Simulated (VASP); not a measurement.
GdO:

```xyz
2
Lattice="0.0000 2.7000 2.7000 2.7000 0.0000 2.7000 2.7000 2.7000 0.0000" Properties=species:S:1:pos:R:3 pbc="T T T"
Gd    0.0000    0.0000    0.0000
O     1.3500    1.3500    1.3500
```

| Quantity | Value |
| --- | --- |
| Program | VASP 6.6.1 |
| Task | relaxation of cell and atoms |
| Functional | LDA |
| Potentials or basis | VASP PAW PBE potentials, release 64 (Gd, O) |
| Cutoff | 600 eV |
| k mesh | 9 × 9 × 9 |
| Occupations | fermi-dirac, width 0.1 eV |
| Spin | collinear spin, ferromagnetic start |
| Starting moments | [7.0, 0.0] μB |

At the start: pressure -7.3 GPa; volume 19.68 Å³/atom.

**Question.** How do energy, volume and symmetry change on relaxing?

**Answer.** Over 3 steps the energy falls by 36.9 meV/atom and the volume is 18.19 Å³/atom (-7.6 %); space group F-43m (No. 216, to 0.1 Å) before and after; moment 6.82 μB per cell.

The path:
```csv
step,energy change (eV),largest force (eV/Å),pressure (GPa),volume (Å³)
1,0.0000,0.0000,-7.32,39.37
2,-0.0366,0.0000,6.59,34.46
3,-0.0738,0.0000,0.00,36.37
```

Final structure:
```
Gd O
1.0
     0.00000    2.62975    2.62975
     2.62975    0.00000    2.62975
     2.62975    2.62975    0.00000
Gd O
1 1
Direct
  0.00000 0.00000 0.00000
  0.25000 0.25000 0.25000
```

Caveat: the PAW data sets were made with another functional, which shifts forces and pressure a little; a cell with one magnetic atom can't hold antiferromagnetic order, which such compounds often take; semilocal functionals describe open f shells poorly, which spoils levels, moments and volumes.
